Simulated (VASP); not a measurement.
# Os (Cmcm) in VASP: further runs

Runs on Os. Level: PBE. Tasks: single point.

Everything below comes from runs of VASP 6.6.1. Logs are shortened: lines on timing, memory, paths and dates and some standing lists are left out, and cuts for length are marked.

## (1) The cell of the first run

Symmetry: Cmcm, No. 63, orthorhombic system. The conventional cell has a = 2.734 Å, b = 4.783 Å, c = 4.320 Å, α = 90.00°, β = 90.00°, γ = 90.00°. Within 3.5 Å of Os (site symmetry m2m) lie 12 Os at 2.68 to 2.75 Å.

## (2) Single point, PBE (strain +0.0100 x Voigt [0, 1, 0, 0, 0, 0])

INCAR reads:

```
PREC = Accurate ; ENCUT = 520
EDIFF = 1E-6 ; ISMEAR = 0
SIGMA = 0.15 ; LREAL = False
LASPH = True ; NELM = 80
ALGO = Fast ; ISIF = 2
LWAVE = False ; LCHARG = False
GGA = PE ; NBANDS = 15
```

KPOINTS reads:

```
Automatic mesh
0
Gamma
  18 18 12
```

POSCAR reads:

```
Os
1.0
    2.7340999755      0.0000000000      0.0000000000
   -1.3670499878      2.3914780356      0.0000000000
    0.0000000000      0.0000000000      4.3197000000
Os
2
Direct
    0.3333333333      0.6666666667      0.2500000000
    0.6666666667      0.3333333333      0.7500000000
```

Potentials or basis: VASP PAW PBE potentials, release 64 (Os).

Command:

```console
cat potpaw_PBE.64/Os/POTCAR > POTCAR
mpirun -np 1 vasp_std > vasp.out
```

OUTCAR:

```text
PREC = Accurate
   ENCUT = 520
   EDIFF = 1E-6
   ISMEAR = 0
   LREAL = False
   LASPH = True
   NELM = 80
   ISIF = 2
   GGA = PE

 ion  position               nearest neighbor table
   1  0.333  0.667  0.250-   2 2.68   2 2.68   2 2.68   2 2.68   2 2.68   2 2.68
   2  0.667  0.333  0.750-   1 2.68   1 2.68   1 2.68   1 2.68   1 2.68   1 2.68

  LATTYP: Found a base centered orthorhombic cell.
 ALAT       =     2.7340999755
 B/A-ratio  =     1.7493713156
 C/A-ratio  =     1.5799349105

  Lattice vectors:

 A1 = (   1.3670499878,  -2.3914780356,   0.0000000000)
 A2 = (   1.3670499877,   2.3914780356,   0.0000000000)
 A3 = (   0.0000000000,   0.0000000000,   4.3197000000)

Analysis of symmetry for initial positions (statically):
=====================================================================
 Subroutine PRICEL returns:
 Original cell was already a primitive cell.

 Routine SETGRP: Setting up the symmetry group for a
 base centered orthorhombic supercell.

 Subroutine GETGRP returns: Found  8 space group operations
 (whereof  4 operations were pure point group operations)
 out of a pool of  8 trial point group operations.

The static configuration has the point symmetry C_2h.
 The point group associated with its full space group is D_2h.

Analysis of symmetry for dynamics (positions and initial velocities):
=====================================================================
 Subroutine PRICEL returns:
 Original cell was already a primitive cell.

 Routine SETGRP: Setting up the symmetry group for a
 base centered orthorhombic supercell.

 Subroutine GETGRP returns: Found  8 space group operations
 (whereof  4 operations were pure point group operations)
 out of a pool of  8 trial point group operations.

The dynamic configuration has the point symmetry C_2h.
 The point group associated with its full space group is D_2h.

 Subroutine INISYM returns: Found  8 space group operations
 (whereof  4 operations are pure point group operations),
 and found     1 'primitive' translations

----------------------------------------------------------------------------------------

                                     Primitive cell

  volume of cell :      28.2445

  direct lattice vectors                    reciprocal lattice vectors
     2.734099975  0.000000000  0.000000000     0.365751073  0.209075723  0.000000000
    -1.367049988  2.391478036  0.000000000     0.000000000  0.418151447  0.000000000
     0.000000000  0.000000000  4.319700000     0.000000000  0.000000000  0.231497558

  length of vectors
     2.734099975  2.754631167  4.319700000     0.421291473  0.418151447  0.231497558

  position of ions in fractional coordinates (direct lattice)
     0.333333333  0.666666667  0.250000000
     0.666666667  0.333333333  0.750000000

  ion indices of the primitive-cell ions
   primitive index   ion index
                 1           1
                 2           2

----------------------------------------------------------------------------------------

 KPOINTS: Automatic mesh

Automatic generation of k-mesh.
 Grid dimensions read from file:
 generate k-points for:   18   18   12

 Generating k-lattice:

  Cartesian coordinates                     Fractional coordinates (reciprocal lattice)
     0.020319504  0.011615318  0.000000000     0.055555556  0.000000000  0.000000000
     0.000000000  0.023230636  0.000000000     0.000000000  0.055555556  0.000000000
     0.000000000  0.000000000  0.019291463     0.000000000  0.000000000  0.083333333

  Length of vectors
     0.023405082  0.023230636  0.019291463

  Shift w.r.t. Gamma in fractional coordinates (k-lattice)
     0.000000000  0.000000000  0.000000000

 Subroutine IBZKPT returns following result:
 ===========================================

 Found    637 irreducible k-points:

 Following reciprocal coordinates:
            Coordinates               Weight
  0.000000  0.000000  0.000000      1.000000
  0.055556 -0.000000  0.000000      4.000000
  0.111111 -0.000000  0.000000      4.000000
  0.166667 -0.000000  0.000000      4.000000
  0.222222 -0.000000  0.000000      4.000000
  0.277778 -0.000000  0.000000      4.000000
[... 16 lines left out ...]
 -0.333333  0.055556  0.000000      4.000000
 -0.277778  0.055556  0.000000      4.000000
 [... further k-points ...]
   k-points           NKPTS =    637   k-points in BZ     NKDIM =    637   number of bands    NBANDS=     15
   number of dos      NEDOS =    301   number of ions     NIONS =      2
   total plane-waves  NPLWV =  12800
   dimension x,y,z NGX =    20 NGY =   20 NGZ =   32
   dimension x,y,z NGXF=    40 NGYF=   40 NGZF=   64
   ions per type =               2
   NGX,Y,Z   is equivalent  to a cutoff of  12.16, 12.07, 12.32 a.u.
   NGXF,Y,Z  is equivalent  to a cutoff of  24.32, 24.14, 24.63 a.u.
 SYSTEM =  unknown system
   PREC   = accura    normal or accurate (medium, high low for compatibility)
   ISTART =      0    job   : 0-new  1-cont  2-samecut
   ICHARG =      2    charge: 1-file 2-atom 10-const
   ISPIN  =      1    spin polarized calculation?
   LNONCOLLINEAR =      F non collinear calculations
   LSORBIT =      F    spin-orbit coupling
   LASPH  =      T    aspherical Exc in radial PAW
   ENCUT  =  520.0 eV  38.22 Ry    6.18 a.u.   5.08  5.12  8.03*2*pi/ulx,y,z
   NELM   =     80;   NELMIN=  2; NELMDL= -5     # of ELM steps
   EDIFF  = 0.1E-05   stopping-criterion for ELM
   LREAL  =      F    real-space projection
   EDIFFG = 0.1E-04   stopping-criterion for IOM
   NSW    =      0    number of steps for IOM
   IBRION =     -1    ionic relax: 0-MD 1-quasi-New 2-CG
   NFREE  =      0    steps in history (QN), initial steepest desc. (CG)
   ISIF   =      2    stress and relaxation
   ISYM   =      2    0-nonsym 1-usesym 2-fastsym
   POTIM  = 0.5000    time-step for ionic-motion
   TEBEG  =    0.0;   TEEND  =   0.0 temperature during run
   PSTRESS=    0.0 pullay stress
   NELECT =      16.0000    total number of electrons
   NUPDOWN=      -1.0000    fix difference up-down
   EMIN   =  10.00;   EMAX   =-10.00  energy-range for DOS
   EFERMI =   0.00;   METHOD = LEGACY
   ISMEAR =     0;   SIGMA  =   0.15  broadening in eV -4-tet -1-fermi 0-gaus
   EFERMI_NEDOS =   21; number of points for ismear=-14 and -15
   IALGO  =     68    algorithm
   IMIX   =      4    mixing-type and parameters
     AMIX     =   0.40;   BMIX     =  1.00
     AMIX_MAG =   1.60;   BMIX_MAG =  1.00
  volume/ion in A,a.u.               =      14.12        95.30
  Fermi-wavevector in a.u.,A,eV,Ry     =   1.354576  2.559777 24.965004  1.834876
  Thomas-Fermi vector in A             =   2.481736
   LORBIT       =      0    0 simple, 1 ext, 2 COOP (PROOUT), +10 PAW based schemes
   GGA     = PE    functional components
   LHFCALC =     F    Hartree Fock is set to
   AEXX    =    0.0000 exact exchange contribution
   IVDW    =     0    specifies the selected vdW correction
   LEPSILON=     F    determine dielectric tensor
   LRPA    =     F    only Hartree local field effects (RPA)
 non-spin polarized calculation
 RMM-DIIS sequential band-by-band and
 Gauss-broadening in eV      SIGMA  =   0.15
  energy-cutoff  :      520.00
  volume of cell :       28.24
 maximum number of plane-waves:       778
   NGX = 11   NGY = 11   NGZ = 17

 number of electron      15.9999999 magnetization

 Free energy of the ion-electron system (eV)
  ---------------------------------------------------
  ext. energy  EPLUGINS =         0.00000000
  ---------------------------------------------------
  free energy    TOTEN  =       -22.49819443 eV

  energy without entropy =      -22.48399979  energy(sigma->0) =      -22.49109711

 E-fermi :   9.3330     XC(G=0): -14.0029

 val. band max:        9.3238911409   @ k =   0.2778  -0.0000   0.0833
 cond. band min:       9.3382632098   @ k =   0.0556   0.1111   0.3333
 fundamental gap:      0.0143720690
 Fermi energy:         9.3330094390

 k-point     1 :       0.0000    0.0000    0.0000
  band No.  band energies     occupation
      1      -1.5328      2.00000
      2       1.6276      2.00000
      3       6.1971      2.00000
      4       6.4119      2.00000
      5       6.6176      2.00000
      6       7.0505      2.00000
      7       7.2434      2.00000
      8       7.7094      2.00000
      9       7.7658      2.00000
     10       9.4061      0.49074
     11      10.9544      0.00000
     12      11.0172      0.00000
     13      18.3482      0.00000
     14      23.3370      0.00000
     15      26.1381      0.00000

 k-point     2 :       0.0556   -0.0000    0.0000
  band No.  band energies     occupation
      1      -1.4084      2.00000
      2       1.7381      2.00000
      3       6.0505      2.00000
      4       6.3748      2.00000
      5       6.8760      2.00000
      6       7.0683      2.00000
      7       7.2498      2.00000
      8       7.5959      2.00000
      9       7.6446      2.00000
     10       8.7922      2.00000
     11      11.0329      0.00000
     12      11.7967      0.00000
     13      18.3406      0.00000
     14      23.5973      0.00000
     15      26.2987      0.00000

 k-point     3 :       0.1111   -0.0000    0.0000
  band No.  band energies     occupation
      1      -1.0454      2.00000
      2       2.0479      2.00000
      3       5.6391      2.00000
      4       6.6839      2.00000
      5       6.8854      2.00000
      6       7.0274      2.00000
      7       7.2574      2.00000
      8       7.3944      2.00000
      9       7.5114      2.00000
     10       8.1375      2.00000
     11      11.1951      0.00000
     12      13.1457      0.00000
     13      18.2987      0.00000
     14      24.3058      0.00000
     15      26.7176      0.00000
[... 343 lines left out ...]
 k-point    23 :      -0.3333    0.0556    0.0000
  band No.  band energies     occupation
      1       1.4347      2.00000
      2       2.9086      2.00000
      3       4.0679      2.00000
      4       5.0955      2.00000
      5       6.1479      2.00000
      6       6.5520      2.00000
      7       7.2463      2.00000
      8       9.1897      1.82330
      9       9.3548      0.83686
     10      10.1553      0.00000
     11      11.7776      0.00000
     12      17.7801      0.00000
     13      18.4042      0.00000
     14      21.2504      0.00000
     15      23.8853      0.00000

 k-point    24 :      -0.2778    0.0556    0.0000
  band No.  band energies     occupation
      1       0.7072      2.00000
      2       2.9996      2.00000
      3       4.7650      2.00000
      4       4.8882      2.00000
      5       6.3891      2.00000
      6       6.4210      2.00000
      7       7.4838      2.00000
      8       8.4258      2.00000
      9       8.4990      2.00000
     10       9.2502      1.56523
     11      11.6452      0.00000
     12      16.9948      0.00000
     13      17.9166      0.00000
     14      23.3149      0.00000
     15      25.5884      0.00000

 [... further k-points ...]
[... 5 lines left out ...]
  --------------------------------------------------------------------------------------
  -------------------------------------------------------------------------------------
  Total        1.0967295      0.1548171      1.1103707     -0.0000000      0.0000000      0.0000000
  in kB       62.2122246      8.7820343     62.9860273     -0.0000000      0.0000000      0.0000000
  external PRESSURE =      44.6600954 kB  Pullay stress =       0.0000000 kB

 VOLUME and BASIS-vectors are now :
 -----------------------------------------------------------------------------
  energy-cutoff  :      520.00
  volume of cell :       28.24
      direct lattice vectors                 reciprocal lattice vectors
     2.734099975  0.000000000  0.000000000     0.365751073  0.209075723  0.000000000
    -1.367049988  2.391478036  0.000000000     0.000000000  0.418151447  0.000000000
     0.000000000  0.000000000  4.319700000     0.000000000  0.000000000  0.231497558

 POSITION                                       TOTAL-FORCE (eV/Angst)
 -----------------------------------------------------------------------------------
     -0.00000      1.59432      1.07993        -0.000000      0.024897     -0.000000
      1.36705      0.79716      3.23977         0.000000     -0.024897      0.000000
 -----------------------------------------------------------------------------------
    total drift:                                0.000000     -0.000000     -0.000000

  FREE ENERGIE OF THE ION-ELECTRON SYSTEM (eV)
  ---------------------------------------------------
  free  energy   TOTEN  =       -22.4981944338 eV

  energy  without entropy=      -22.4839997949  energy(sigma->0) =      -22.49109711
```

Run time: 1.9 min. Hardware: 1 thread of Intel Xeon Platinum 8488C (Sapphire Rapids), shared host; peak memory 0.33 GiB.

What came out:

```
Free energy            : -22.4982 eV
Pressure               : 4.5 GPa
Largest force          : 0.025 eV/Å
Band gap on the k mesh : zero (bands 8 and 9 overlap by 3.92 eV)
```

Forces in eV/Å, atoms in the order of the input:
```
Os   0.000  0.025  0.000
Os   0.000 -0.025  0.000
```

Caveat: the cell differs from its parent crystal (strain +0.0100 x Voigt [0, 1, 0, 0, 0, 0]); the cell stands under pressure; spin-orbit coupling is left out, which moves the levels of the heavy elements.

(Part 1 of 2 ends here.)
